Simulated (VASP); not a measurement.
A run of VASP 6.6.1 is set up as follows.

The input INCAR:

```
PREC = Accurate
ENCUT = 500
EDIFF = 1E-6
ISMEAR = -1
SIGMA = 0.1
LREAL = F
LASPH = T
NELM = 120
ALGO = Normal
ISIF = 2
LWAVE = F
LCHARG = F
GGA = PS
NBANDS = 11
GGA_COMPAT = F
```

KPOINTS

```
regular mesh
0
Gamma
  10 10 10
```

POSCAR

```
Ca
1.0
    3.3734175225      0.0000000000      0.0000000000
    0.0000000000      3.3734175225      0.0000000000
    0.0000000000      0.0000000000      3.3734175225
Ca
1
Direct
    0.0000000000      0.0000000000      0.0000000000
```

Potentials or basis: VASP PAW PBE potentials, release 64 (Ca_sv).

Run with:

```sh
$ cat potpaw_PBE.64/Ca_sv/POTCAR > POTCAR
$ mpirun -np 1 vasp_std > vasp.out
```

Q: Predict the pressure.

A: 1.0 GPa.

Q: What does it give for the band gap on the k mesh?

A: Zero (bands 5 and 6 overlap by 1.06 eV).

Caveat: the PAW data sets were made with another functional, which shifts forces and pressure a little.
